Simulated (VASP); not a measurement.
A run of VASP 6.6.1 is set up as follows.

Contents of INCAR:

```
SYSTEM = RbBr
ALGO = Normal
EDIFF = 1E-6
ENCUT = 520
GGA = PE
ISIF = 2
ISMEAR = -1
LASPH = .True.
LCHARG = .False.
LREAL = .False.
LWAVE = .False.
NBANDS = 15
NELM = 60
PREC = Accurate
SIGMA = 0.02
```

KPOINTS

```
k-points
0
Gamma
  6 6 6
  0 0 0
```

Contents of POSCAR:

```
RbBr
1.0
   -0.0163812424      3.4444446090      3.4444446090
    3.4444446090     -0.0163812424      3.4444446090
    3.4444446090      3.4444446090     -0.0163812424
Rb Br
1 1
Direct
    0.0000000000      0.0000000000      0.0000000000
    0.5000000000      0.5000000000      0.5000000000
```

Potentials or basis: VASP PAW PBE potentials, release 64 (Rb_sv, Br).

Launch:

```console
$ cat potpaw_PBE.64/Rb_sv/POTCAR potpaw_PBE.64/Br/POTCAR > POTCAR
$ mpirun -np 1 vasp_std > vasp.out
```

Problem. Predict the pressure.

Solution. 0.7 GPa.

Problem. Estimate the band gap on the k mesh.

Solution. 4.30 eV.

Caveat: the cell differs from its parent crystal (strain along [111] -0.7%).
